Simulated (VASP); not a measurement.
A run of VASP 6.6.1 is set up as follows.

The input INCAR:

```
  ALGO = Normal
  EDIFF = 1E-7
  ENCUT = 520
  GGA = CA
  ISIF = 2
  ISMEAR = -1
  ISPIN = 2
  LASPH = True
  LCHARG = False
  LMAXMIX = 4
  LORBIT = 11
  LREAL = False
  LWAVE = False
  MAGMOM = 0 1.2
  NBANDS = 20
  NELM = 150
  NUPDOWN = 1.2
  PREC = Accurate
  SIGMA = 0.08
```

File KPOINTS:

```
k-points
0
Gamma
  11 11 6
```

POSCAR

```
KPt
1.0
    3.0008472788      0.0000000000      0.0000000000
   -1.5004236394      2.5988099763      0.0000000000
    0.0000000000      0.0000000000      5.3455780000
K Pt
1 1
Direct
    0.0000000000      0.0000000000      0.5000000000
    0.6666666667      0.3333333333      0.0000000000
```

Potentials or basis: VASP PAW LDA potentials, release 64 (K_sv, Pt).

The run is started by

```bash
$ cat potpaw_LDA.64/K_sv/POTCAR potpaw_LDA.64/Pt/POTCAR > POTCAR
$ mpirun -np 1 vasp_std > vasp.out
```

Task: Predict the pressure.

Result: -2.2 GPa.

Stress tensor (GPa, compression positive):
```
-3.84  0.00  0.00
 0.00 -3.84  0.00
 0.00  0.00  1.01
```

Caveat: the total moment is fixed, so each spin has its own Fermi level.
